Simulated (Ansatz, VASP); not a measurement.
# NiGe in VASP and in Ansatz

File POSCAR:

```
NiGe
1.0
    5.3810000000      0.0000000000      0.0000000000
    0.0000000000      3.4280000000      0.0000000000
    0.0000000000      0.0000000000      5.8110000000
Ni Ge
4 4
Direct
    0.9950000000      0.7500000000      0.1900000000
    0.0050000000      0.2500000000      0.8100000000
    0.5050000000      0.2500000000      0.6900000000
    0.4950000000      0.7500000000      0.3100000000
    0.8120000000      0.7500000000      0.5830000000
    0.1880000000      0.2500000000      0.4170000000
    0.6880000000      0.2500000000      0.0830000000
    0.3120000000      0.7500000000      0.9170000000
```

Contents of INCAR.step1:

```
  PREC = Accurate
  ENCUT = 520
  ISMEAR = 0
  SIGMA = 0.1
  LREAL = F
  LASPH = T
  NELM = 80
  NBANDS = 58
  GGA = PE
  ALGO = Normal
  EDIFF = 1E-4
  LWAVE = T
  LCHARG = F
```

File INCAR.step2:

```
  PREC = Accurate
  ENCUT = 520
  EDIFF = 1E-7
  ISMEAR = 0
  SIGMA = 0.1
  LREAL = F
  LASPH = T
  NELM = 80
  ALGO = Normal
  ISIF = 2
  LWAVE = F
  LCHARG = F
  METAGGA = R2SCAN
  LMIXTAU = T
  NBANDS = 58
  ISTART = 1
```

KPOINTS

```
regular mesh
0
Gamma
  4 6 4
```

Input for Ansatz:

```yaml
crystal:
  lattice:
    - [5.381, 0.0, 0.0]
    - [0.0, 3.428, 0.0]
    - [0.0, 0.0, 5.811]
  atoms:
    - { symbol: Ni, position: [0.995, 0.75, 0.19] }
    - { symbol: Ni, position: [0.005, 0.25, 0.81] }
    - { symbol: Ni, position: [0.505, 0.25, 0.69] }
    - { symbol: Ni, position: [0.495, 0.75, 0.31] }
    - { symbol: Ge, position: [0.812, 0.75, 0.583] }
    - { symbol: Ge, position: [0.188, 0.25, 0.417] }
    - { symbol: Ge, position: [0.688, 0.25, 0.083] }
    - { symbol: Ge, position: [0.312, 0.75, 0.917] }
basis:
  ecutwfc: 500
kpoints:
  mp_grid: { grid: [4, 6, 4] }
hamiltonian:
  xc: r2scan
  pseudopotentials: { kind: paw }
scf:
  occupations: { method: gaussian, width: 0.1 }
output:
  forces: true
  stress: true
  eigenvalues: true
```

Alike in both runs: task single point; functional r2SCAN; k mesh 4 × 6 × 4; occupations gaussian, width 0.1 eV; no spin polarisation.

```csv
,VASP,Ansatz
version,VASP 6.6.1,Ansatz 0.2.0
potentials or method,"VASP PAW PBE potentials, release 64 (Ni, Ge_d), cutoff 520 eV","scalar-relativistic, plane waves, PAW"
valence electrons in the cell,96,128
```

```csv
,VASP,Ansatz,Ansatz less VASP
gap on the k mesh at the Fermi level (eV),none,none,-
pressure (GPa),-1.7,-1.6,+0.03
"traceless stress, the component that is largest in VASP (GPa)",-0.80,-0.64,+0.160
rms of the force components (eV/Å),0.045,0.042,-0.0032
```

VASP's potentials were made for PBE, not for r2SCAN. Atom by atom the forces differ by 0.006 eV/Å (rms over components). A gap of «none» marks a metal or a gap that the smearing closes. VASP's potentials hold 96 valence electrons a cell and Ansatz's 128, so a difference there can come from the potentials and not from the codes.
